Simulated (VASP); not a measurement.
# Si (Im-3m) in VASP: further runs

Si is run at these levels: PBE; tasks: density of states.

All numbers are computed with VASP 6.6.1; they aren't measurements. Logs are shortened: lines on timing, memory, paths and dates and some standing lists are left out, and cuts for length are marked.

**1. The cell of the first run**

Symmetry: Im-3m, No. 229, cubic system. Conventional cell: a = 2.271 Å, b = 2.271 Å, c = 2.271 Å, α = 90.00°, β = 90.00°, γ = 90.00°. Within 2.6 Å of Si (site symmetry m-3m) lie 14 Si at 1.97 to 2.27 Å.

**2. Density of states, PBE (volume scaled by 0.4)**

POSCAR reads:

```
Si
1.0
   -1.1355496627      1.1355496627      1.1355496627
    1.1355496627     -1.1355496627      1.1355496627
    1.1355496627      1.1355496627     -1.1355496627
Si
1
Direct
    0.0000000000      0.0000000000      0.0000000000
```

INCAR.step1 reads:

```
  PREC = Accurate
  ENCUT = 520
  EDIFF = 1E-7
  ISMEAR = -1
  SIGMA = 0.05
  LREAL = False
  LASPH = True
  NELM = 60
  ALGO = Normal
  ISIF = 2
  LWAVE = False
  LCHARG = True
  GGA = PE
  NBANDS = 8
```

KPOINTS.step1 reads:

```
Automatic mesh
0
Gamma
  17 17 17
```

INCAR.step2 reads:

```
  PREC = Accurate
  ENCUT = 520
  EDIFF = 1E-7
  ISMEAR = -5
  SIGMA = 0.05
  LREAL = False
  LASPH = True
  NELM = 60
  ALGO = Normal
  ISIF = 2
  LWAVE = False
  LCHARG = False
  GGA = PE
  LORBIT = 10
  NEDOS = 1001
  ICHARG = 11
```

KPOINTS.step2 reads:

```
Automatic mesh
0
Gamma
  26 26 26
```

Potentials or basis: VASP PAW PBE potentials, release 64 (Si).

Started as:

```
> cat potpaw_PBE.64/Si/POTCAR > POTCAR
> cp INCAR.step1 INCAR
> cp KPOINTS.step1 KPOINTS
> mpirun -np 1 vasp_std > vasp.out
> cp INCAR.step2 INCAR
> cp KPOINTS.step2 KPOINTS
> mpirun -np 1 vasp_std > vasp.out
```

OUTCAR:

```text
PREC = Accurate
   ENCUT = 520
   EDIFF = 1E-7
   ISMEAR = -5
   LREAL = False
   LASPH = True
   NELM = 60
   ISIF = 2
   GGA = PE
   LORBIT = 10
   ICHARG = 11

 ion  position               nearest neighbor table
   1  0.000  0.000  0.000-

  LATTYP: Found a body centered cubic cell.
 ALAT       =     2.2710993254

  Lattice vectors:

 A1 = (  -1.1355496627,   1.1355496627,   1.1355496627)
 A2 = (   1.1355496627,  -1.1355496627,   1.1355496627)
 A3 = (   1.1355496627,   1.1355496627,  -1.1355496627)

Analysis of symmetry for initial positions (statically):
=====================================================================
 Subroutine PRICEL returns:
 Original cell was already a primitive cell.

 Routine SETGRP: Setting up the symmetry group for a
 body centered cubic supercell.

 Subroutine GETGRP returns: Found 48 space group operations
 (whereof 48 operations were pure point group operations)
 out of a pool of 48 trial point group operations.

The static configuration has the point symmetry O_h .

Analysis of symmetry for dynamics (positions and initial velocities):
=====================================================================
 Subroutine PRICEL returns:
 Original cell was already a primitive cell.

 Routine SETGRP: Setting up the symmetry group for a
 body centered cubic supercell.

 Subroutine GETGRP returns: Found 48 space group operations
 (whereof 48 operations were pure point group operations)
 out of a pool of 48 trial point group operations.

The dynamic configuration has the point symmetry O_h .

 Subroutine INISYM returns: Found 48 space group operations
 (whereof 48 operations are pure point group operations),
 and found     1 'primitive' translations

----------------------------------------------------------------------------------------

                                     Primitive cell

  volume of cell :       5.8570

  direct lattice vectors                    reciprocal lattice vectors
    -1.135549663  1.135549663  1.135549663     0.000000000  0.440315397  0.440315397
     1.135549663 -1.135549663  1.135549663     0.440315397  0.000000000  0.440315397
     1.135549663  1.135549663 -1.135549663     0.440315397  0.440315397  0.000000000

  length of vectors
     1.966829710  1.966829710  1.966829710     0.622700005  0.622700005  0.622700005

  position of ions in fractional coordinates (direct lattice)
[... 75 lines left out ...]
   LSORBIT =      F    spin-orbit coupling
   LASPH  =      T    aspherical Exc in radial PAW
   ENCUT  =  520.0 eV  38.22 Ry    6.18 a.u.   3.66  3.66  3.66*2*pi/ulx,y,z
   NELM   =     60;   NELMIN=  2; NELMDL=  0     # of ELM steps
   EDIFF  = 0.1E-06   stopping-criterion for ELM
   LREAL  =      F    real-space projection
   EDIFFG = 0.1E-05   stopping-criterion for IOM
   NSW    =      0    number of steps for IOM
   IBRION =     -1    ionic relax: 0-MD 1-quasi-New 2-CG
   NFREE  =      0    steps in history (QN), initial steepest desc. (CG)
   ISIF   =      2    stress and relaxation
   ISYM   =      2    0-nonsym 1-usesym 2-fastsym
   POTIM  = 0.5000    time-step for ionic-motion
   TEBEG  =    0.0;   TEEND  =   0.0 temperature during run
   PSTRESS=    0.0 pullay stress
   NELECT =       4.0000    total number of electrons
   NUPDOWN=      -1.0000    fix difference up-down
   EMIN   =  10.00;   EMAX   =-10.00  energy-range for DOS
   EFERMI =   0.00;   METHOD = LEGACY
   ISMEAR =    -5;   SIGMA  =   0.05  broadening in eV -4-tet -1-fermi 0-gaus
   EFERMI_NEDOS =   21; number of points for ismear=-14 and -15
   IALGO  =     38    algorithm
   IMIX   =      4    mixing-type and parameters
     AMIX     =   0.40;   BMIX     =  1.00
     AMIX_MAG =   1.60;   BMIX_MAG =  1.00
  volume/ion in A,a.u.               =       5.86        39.53
  Fermi-wavevector in a.u.,A,eV,Ry     =   1.441679  2.724379 28.278887  2.078440
  Thomas-Fermi vector in A             =   2.560285
   LORBIT       =     10    0 simple, 1 ext, 2 COOP (PROOUT), +10 PAW based schemes
   GGA     = PE    functional components
   LHFCALC =     F    Hartree Fock is set to
   AEXX    =    0.0000 exact exchange contribution
   IVDW    =     0    specifies the selected vdW correction
   LEPSILON=     F    determine dielectric tensor
   LRPA    =     F    only Hartree local field effects (RPA)
 non-spin polarized calculation
 Fermi weights with tetrahedron method with Bloechl corrections
  energy-cutoff  :      520.00
  volume of cell :        5.86
 maximum number of plane-waves:       164

 number of electron       4.0000000 magnetization

 Free energy of the ion-electron system (eV)
  ---------------------------------------------------
  ext. energy  EPLUGINS =         0.00000000
  ---------------------------------------------------
  free energy    TOTEN  =         2.16077846 eV

  energy without entropy =        2.16077846  energy(sigma->0) =        2.16077846

 E-fermi :  27.0148     XC(G=0): -15.2992

 val. band max:       27.0768163327   @ k =  -0.3077   0.3462   0.2308
 cond. band min:      26.7515272415   @ k =   0.1538   0.1538   0.1538
 fundamental gap:     -0.3252890912
 Fermi energy:        27.0148074635

 k-point     1 :       0.0000    0.0000    0.0000
  band No.  band energies     occupation
      1       1.8898      2.00000
      2      44.6991      0.00000
      3      44.6991      0.00000
      4      44.6991      0.00000
      5      51.0216      0.00000
      6      51.0216      0.00000
[... 199 lines left out ...]
 k-point    24 :       0.3846    0.0385   -0.0000
  band No.  band energies     occupation
      1      10.5005      2.00000
      2      20.4334      2.00000
      3      34.7073      0.00000
      4      41.4189      0.00000
      5      43.0696      0.00000
      6      47.4057      0.00000

 [... further k-points ...]
[... 5 lines left out ...]
  --------------------------------------------------------------------------------------
  -------------------------------------------------------------------------------------
  Total       20.4850776     20.4850776     20.4850776     -0.0000000      0.0000000     -0.0000000
  in kB     5603.6345673   5603.6345673   5603.6345673     -0.0000000      0.0000000     -0.0000000
  external PRESSURE =    5603.6345673 kB  Pullay stress =       0.0000000 kB

 VOLUME and BASIS-vectors are now :
 -----------------------------------------------------------------------------
  energy-cutoff  :      520.00
  volume of cell :        5.86
      direct lattice vectors                 reciprocal lattice vectors
    -1.135549663  1.135549663  1.135549663     0.000000000  0.440315397  0.440315397
     1.135549663 -1.135549663  1.135549663     0.440315397  0.000000000  0.440315397
     1.135549663  1.135549663 -1.135549663     0.440315397  0.440315397  0.000000000

 POSITION                                       TOTAL-FORCE (eV/Angst)
 -----------------------------------------------------------------------------------
      0.00000      0.00000      0.00000         0.000000     -0.000000     -0.000000
 -----------------------------------------------------------------------------------
    total drift:                               -0.000000     -0.000000     -0.000000

  FREE ENERGIE OF THE ION-ELECTRON SYSTEM (eV)
  ---------------------------------------------------
  free  energy   TOTEN  =         2.1607784581 eV

  energy  without entropy=        2.1607784581  energy(sigma->0) =        2.16077846

 total charge

# of ion       s       p       d       tot
------------------------------------------
    1        0.896   1.532   0.000   2.427
```

OUTCAR.step1:

```text
PREC = Accurate
   ENCUT = 520
   EDIFF = 1E-7
   ISMEAR = -1
   LREAL = False
[... 479 lines left out ...]

 POSITION                                       TOTAL-FORCE (eV/Angst)
 -----------------------------------------------------------------------------------
      0.00000      0.00000      0.00000        -0.000000     -0.000000      0.000000
 -----------------------------------------------------------------------------------
    total drift:                                0.000000     -0.000000     -0.000000

  FREE ENERGIE OF THE ION-ELECTRON SYSTEM (eV)
  ---------------------------------------------------
  free  energy   TOTEN  =         2.1669152051 eV

  energy  without entropy=        2.1690134441  energy(sigma->0) =        2.16796432
```

OSZICAR.step1:

```text
N       E                     dE             d eps       ncg     rms          rms(c)
DAV:   1     0.370110503690E+01    0.37011E+01   -0.23933E+03  3536   0.413E+02
DAV:   2     0.192491042105E+01   -0.17762E+01   -0.17319E+01  3688   0.317E+01
DAV:   3     0.192196038979E+01   -0.29500E-02   -0.29498E-02  3136   0.121E+00
DAV:   4     0.192195990446E+01   -0.48533E-06   -0.48548E-06  4160   0.145E-02
DAV:   5     0.192195990393E+01   -0.52907E-09   -0.23784E-10  3136   0.520E-05    0.142E+01
DAV:   6     0.207813458981E+01    0.15617E+00   -0.63901E-03  2848   0.542E-01    0.799E+00
DAV:   7     0.216640328595E+01    0.88269E-01   -0.14429E-02  3064   0.811E-01    0.534E-01
DAV:   8     0.216689917568E+01    0.49589E-03   -0.10998E-04  3744   0.742E-02    0.977E-02
DAV:   9     0.216691555140E+01    0.16376E-04   -0.47490E-06  3248   0.149E-02    0.174E-03
DAV:  10     0.216691525952E+01   -0.29189E-06   -0.21054E-08  3768   0.110E-03    0.483E-04
DAV:  11     0.216691520509E+01   -0.54428E-07   -0.16686E-10  1600   0.101E-04
   1 F= 0.21669152E+01 E0= 0.21679643E+01  d E =-.209824E-02
```

Wall time 13 s (1 thread of Intel Xeon 6975P-C, shared host); peak memory 0.14 GiB.

What came out:

- Valence electrons inside the program's atomic spheres: Si 2.43

Levels at points of the mesh, in eV from the Fermi level:
```tsv
k point	band 1	band 2	band 3	band 4	band 5	band 6
(0.00, 0.00, 0.00)	-25.13	17.68	17.68	17.68	24.01	24.01
(0.50, 0.00, 0.00)	-13.37	-10.60	7.73	14.49	15.41	19.42
(0.50, 0.50, 0.50)	-2.69	-2.69	0.19	0.19	0.19	17.65
```

Caveat: the cell differs from its parent crystal (volume scaled by 0.4); tetrahedron occupations give inexact forces and stress in metals.

**3. Density of states, PBE (volume scaled by 0.4)**

POSCAR reads:

```
Si
1.0
   -1.1355496630      1.1355496630      1.1355496630
    1.1355496630     -1.1355496630      1.1355496630
    1.1355496630      1.1355496630     -1.1355496630
Si
1
Direct
    0.0000000000      0.0000000000      0.0000000000
```

INCAR.step1 reads:

```
SYSTEM = Si
PREC = Accurate
ENCUT = 520
EDIFF = 1E-6
ISMEAR = -1
SIGMA = 0.05
LREAL = .FALSE.
LASPH = .TRUE.
NELM = 100
ALGO = Normal
ISIF = 2
LWAVE = .FALSE.
LCHARG = .TRUE.
GGA = PE
NBANDS = 8
```

KPOINTS.step1 reads:

```
regular mesh
0
G
  17 17 17
  0 0 0
```

INCAR.step2 reads:

```
SYSTEM = Si
PREC = Accurate
ENCUT = 520
EDIFF = 1E-6
ISMEAR = -5
SIGMA = 0.05
LREAL = .FALSE.
LASPH = .TRUE.
NELM = 100
ALGO = Normal
ISIF = 2
LWAVE = .FALSE.
LCHARG = .FALSE.
GGA = PE
LORBIT = 10
NBANDS = 8
NEDOS = 2001
ICHARG = 11
```

KPOINTS.step2 reads:

```
regular mesh
0
G
  26 26 26
  0 0 0
```

Potentials or basis: VASP PAW PBE potentials, release 64 (Si).

Started as:

```
> cat potpaw_PBE.64/Si/POTCAR > POTCAR
> cp INCAR.step1 INCAR
> cp KPOINTS.step1 KPOINTS
> mpirun -np 1 vasp_std > vasp.out
> cp INCAR.step2 INCAR
> cp KPOINTS.step2 KPOINTS
> mpirun -np 1 vasp_std > vasp.out
```

Wall time 34 s (1 thread of Intel Xeon Platinum 8259CL at 2.50GHz (Skylake/Cascade Lake), shared host); peak memory 0.15 GiB.

It converged, with:

| Property | Result |
| --- | --- |
| Valence electrons inside the program's atomic spheres | Si 2.43 |

Levels at points of the mesh, in eV from the Fermi level:
```
           k point  band 1  band 2  band 3  band 4  band 5  band 6  band 7
(0.00, 0.00, 0.00)  -25.13   17.68   17.68   17.68   24.01   24.01   28.24
(0.50, 0.00, 0.00)  -13.37  -10.60    7.73   14.49   15.41   19.42   32.88
(0.50, 0.50, 0.50)   -2.69   -2.69    0.19    0.19    0.19   17.65   42.31
```

Caveat: the cell differs from its parent crystal (volume scaled by 0.4); tetrahedron occupations give inexact forces and stress in metals.

**4. Density of states, PBE (volume scaled by 0.95)**

POSCAR reads:

```
Si
1.0
   -1.5150512964      1.5150512964      1.5150512964
    1.5150512964     -1.5150512964      1.5150512964
    1.5150512964      1.5150512964     -1.5150512964
Si
1
Direct
    0.0000000000      0.0000000000      0.0000000000
```

INCAR.step1 reads:

```
PREC = Accurate
ENCUT = 520
EDIFF = 1E-6
ISMEAR = -1
SIGMA = 0.05
LREAL = F
LASPH = T
NELM = 80
ALGO = Normal
ISIF = 2
LWAVE = F
LCHARG = T
GGA = PE
NBANDS = 8
```

KPOINTS.step1 reads:

```
regular mesh
0
Gamma
  17 17 17
```

INCAR.step2 reads:

```
PREC = Accurate
ENCUT = 520
EDIFF = 1E-6
ISMEAR = -5
SIGMA = 0.05
LREAL = F
LASPH = T
NELM = 80
ALGO = Normal
ISIF = 2
LWAVE = F
LCHARG = F
GGA = PE
LORBIT = 11
NEDOS = 1001
ICHARG = 11
```

KPOINTS.step2 reads:

```
regular mesh
0
Gamma
  26 26 26
```

Started as:

```
> cat potpaw_PBE.64/Si/POTCAR > POTCAR
> cp INCAR.step1 INCAR
> cp KPOINTS.step1 KPOINTS
> mpirun -np 1 vasp_std > vasp.out
> cp INCAR.step2 INCAR
> cp KPOINTS.step2 KPOINTS
> mpirun -np 1 vasp_std > vasp.out
```

Run time: 39 s. Hardware: 1 thread of Intel Xeon Platinum 8259CL at 2.50GHz (Skylake/Cascade Lake), shared host; peak memory 0.17 GiB.

The run converged. Its results:

```
Valence electrons inside the program's atomic spheres : Si 1.57
```

Levels at points of the mesh, in eV from the Fermi level:
| k point | band 1 | band 2 | band 3 | band 4 | band 5 |
| --- | --- | --- | --- | --- | --- |
| (0.00, 0.00, 0.00) | -14.68 | 12.06 | 12.06 | 12.06 | 12.77 |
| (0.50, 0.00, 0.00) | -7.01 | -6.80 | 5.79 | 7.65 | 8.46 |
| (0.50, 0.50, 0.50) | -0.50 | -0.50 | -0.50 | 1.68 | 2.20 |

Caveat: the cell differs from its parent crystal (volume scaled by 0.95); tetrahedron occupations give inexact forces and stress in metals.

**5. Density of states, PBE**

This run uses another cell than the first one, of 14.64 Å³/atom, 2.500 times its volume.

POSCAR reads:

```
Si
1.0
   -1.5411780048      1.5411780048      1.5411780048
    1.5411780048     -1.5411780048      1.5411780048
    1.5411780048      1.5411780048     -1.5411780048
Si
1
Direct
    0.0000000000      0.0000000000      0.0000000000
```

INCAR.step1 reads:

```
  PREC = Accurate
  ENCUT = 520
  EDIFF = 1E-6
  ISMEAR = -1
  SIGMA = 0.05
  LREAL = F
  LASPH = T
  NELM = 80
  ALGO = Normal
  ISIF = 2
  LWAVE = F
  LCHARG = T
  GGA = PE
  NBANDS = 8
```

KPOINTS.step1 is that of step 4.

INCAR.step2 reads:

```
  PREC = Accurate
  ENCUT = 520
  EDIFF = 1E-6
  ISMEAR = -5
  SIGMA = 0.05
  LREAL = F
  LASPH = T
  NELM = 80
  ALGO = Normal
  ISIF = 2
  LWAVE = F
  LCHARG = F
  GGA = PE
  LORBIT = 11
  NEDOS = 2001
  ICHARG = 11
```

KPOINTS.step2 is that of step 4.

Started as:

```
> cat potpaw_PBE.64/Si/POTCAR > POTCAR
> cp INCAR.step1 INCAR
> cp KPOINTS.step1 KPOINTS
> mpirun -np 1 vasp_std > vasp.out
> cp INCAR.step2 INCAR
> cp KPOINTS.step2 KPOINTS
> mpirun -np 1 vasp_std > vasp.out
```

Wall time 39 s (1 thread of Intel Xeon Platinum 8259CL at 2.50GHz (Skylake/Cascade Lake), shared host); peak memory 0.17 GiB.

It converged, with:

* Valence electrons inside the program's atomic spheres: Si 1.55

Levels at points of the mesh, in eV from the Fermi level:
| k point | band 1 | band 2 | band 3 | band 4 | band 5 |
| --- | --- | --- | --- | --- | --- |
| (0.00, 0.00, 0.00) | -14.20 | 11.39 | 11.39 | 11.39 | 12.54 |
| (0.50, 0.00, 0.00) | -6.88 | -6.48 | 5.48 | 7.62 | 8.11 |
| (0.50, 0.50, 0.50) | -0.48 | -0.48 | -0.48 | 1.14 | 2.38 |

Caveat: tetrahedron occupations give inexact forces and stress in metals.
